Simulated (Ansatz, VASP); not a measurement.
**HfO2 in VASP and in Ansatz**

```
Hf O
1.0
     0.00000   -2.52207   -2.52207
     0.00000    2.52207   -2.52207
     5.04413    0.00000    0.00000
Hf O
2 4
Direct
  0.01439 0.98561 0.00000
  0.48561 0.51439 0.50000
  0.99943 0.49943 0.71796
  0.50057 0.00057 0.28204
  0.99943 0.49943 0.21796
  0.50057 0.00057 0.78204
```

Change from the starting cell: mode 1 frozen in at -0.162 Å and mode 5 at -0.073 Å (largest displacements).

Alike in both runs: task single point; functional PBEsol; k mesh 6 × 6 × 6; occupations gaussian, width 0.05 eV; no spin polarisation.

|  | VASP | Ansatz |
| --- | --- | --- |
| version | VASP 6.6.1 | Ansatz 0.2.0 |
| potentials or method | VASP PAW PBE potentials, release 64 (Hf_pv, O), cutoff 520 eV | scalar-relativistic, plane waves, PAW |
| valence electrons in the cell | 44 | 76 |

```csv
,VASP,Ansatz,Ansatz less VASP
gap on the k mesh at the Fermi level (eV),4.32,4.29,-0.023
least direct gap on the mesh (eV),4.40,4.39,-0.015
pressure (GPa),-0.6,3.1,+3.64
"traceless stress, the component that is largest in VASP (GPa)",3.10,3.04,-0.067
rms of the force components (eV/Å),0.259,0.260,+0.0009
```

VASP's potentials were made for PBE, not for PBEsol, and Ansatz warns of the same on its side. Atom by atom the forces differ by 0.014 eV/Å (rms over components). VASP's potentials hold 44 valence electrons a cell and Ansatz's 76, so a difference there can come from the potentials and not from the codes.

Spin-orbit coupling is off throughout.
